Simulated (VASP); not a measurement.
Ba, 1 atom in the cell. Symmetry: Pm-3m, No. 221, cubic system. Conventional cell: a = 3.918 Å, b = 3.918 Å, c = 3.918 Å, α = 90.00°, β = 90.00°, γ = 90.00°. Ba (site symmetry m-3m) has 6 Ba at 3.92 Å within 5.1 Å. 

| Item | Value |
| --- | --- |
| Program | VASP 6.6.1 |
| Task | relaxation of cell and atoms |
| Functional | BLYP |
| Dispersion | D3(BJ) |
| Potentials or basis | VASP PAW PBE potentials, release 64 (Ba_sv) |
| Cutoff | 600 eV |
| k mesh | 7 × 7 × 7 |
| Occupations | fermi-dirac, width 0.05 eV |
| Spin | no spin polarisation |
| Dipole correction | no |
| Further INCAR settings | ALGO = Normal; EDIFF = 1e-06; IBRION = 2; EDIFFG = -0.01; NSW = 80; ISIF = 3 |

Potentials or basis: VASP PAW PBE potentials, release 64 (Ba_sv).

The run is started by

```sh
$ cat potpaw_PBE.64/Ba_sv/POTCAR > POTCAR
$ mpirun -np 1 vasp_std > vasp.out
```

Hardware: 1 thread of Intel(R) Xeon(R) Platinum 8259CL CPU @ 2.50GHz (Skylake/Cascade Lake), with other jobs on the host.

Question: How long does it take, and how much memory?

Answer: Wall time 60 s on 1 thread of Intel(R) Xeon(R) Platinum 8259CL CPU @ 2.50GHz (Skylake/Cascade Lake), on a shared host, peak memory 0.2 GiB. Counts: scf iterations 39, k points 20, ion steps 5.
